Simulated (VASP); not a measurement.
Set up this calculation in VASP 6.6.1, as the native input.

| Property | Result |
| --- | --- |
| Task | single point |
| Functional | r2SCAN |
| Potentials or basis | VASP PAW PBE potentials, release 64 (Ga_d, N_h) |
| Cutoff | 910 eV |
| k mesh | 10 × 10 × 10 |
| Occupations | gaussian, width 0.05 eV |
| Spin | no spin polarisation |
| Dipole correction | no |
| Second run | hard_potentials |
| Further INCAR settings | ALGO = Normal; EDIFF = 1e-06; NBANDS = 16 |

Crystal: GaN.

```
CELL_PARAMETERS angstrom
0.00000 2.24894 2.21520
2.24894 0.00000 2.21520
2.24894 2.24894 0.00000
ATOMIC_POSITIONS crystal
Ga 0.00000 0.00000 0.00000
N 0.75000 0.75000 0.75000
```

This cell differs from its parent crystal: strain -0.0150 x Voigt [0, 0, 1, 0, 0, 0].

One way to write it, as run:

POSCAR

```
GaN
1.0
    0.0000000000      2.2489367673      2.2152027158
    2.2489367673      0.0000000000      2.2152027158
    2.2489367673      2.2489367673      0.0000000000
Ga N
1 1
Direct
    0.0000000000      0.0000000000      0.0000000000
    0.7500000000      0.7500000000      0.7500000000
```

INCAR.step1

```
SYSTEM = GaN
PREC = Accurate
ENCUT = 910
ISMEAR = 0
SIGMA = 0.05
LREAL = .False.
LASPH = .True.
NELM = 120
NBANDS = 16
GGA = PE
ALGO = Normal
EDIFF = 1E-5
LWAVE = .True.
LCHARG = .False.
GGA_COMPAT = .False.
```

INCAR.step2

```
SYSTEM = GaN
PREC = Accurate
ENCUT = 910
EDIFF = 1E-6
ISMEAR = 0
SIGMA = 0.05
LREAL = .False.
LASPH = .True.
NELM = 120
ALGO = Normal
ISIF = 2
LWAVE = .False.
LCHARG = .False.
METAGGA = R2SCAN
LMIXTAU = .True.
NBANDS = 16
ISTART = 1
GGA_COMPAT = .False.
```

KPOINTS

```
Automatic mesh
0
Gamma
  10 10 10
  0 0 0
```

Potentials or basis: VASP PAW PBE potentials, release 64 (Ga_d, N_h).

Run with:

```sh
$ cat potpaw_PBE.64/Ga_d/POTCAR potpaw_PBE.64/N_h/POTCAR > POTCAR
$ cp INCAR.step1 INCAR
$ mpirun -np 1 vasp_std > vasp.out
$ cp INCAR.step2 INCAR
$ mpirun -np 1 vasp_std > vasp.out
```

It gave:

| Property | Result |
| --- | --- |
| Pressure | 4.1 GPa |
| Band gap on the k mesh | 2.21 eV, direct |

Caveat: the cell differs from its parent crystal (strain -0.0150 x Voigt [0, 0, 1, 0, 0, 0]); the cutoff is under 1.25 times the usual one of these potentials, so pressure, stress and relaxed cells hold a basis-set (Pulay) error; the PAW data sets were made with another functional, which shifts forces and pressure a little.

Run time: 2.9 min on 1 thread of AMD EPYC 9R45 96-Core Processor (Zen 5), on a shared host, peak memory 0.21 GiB.
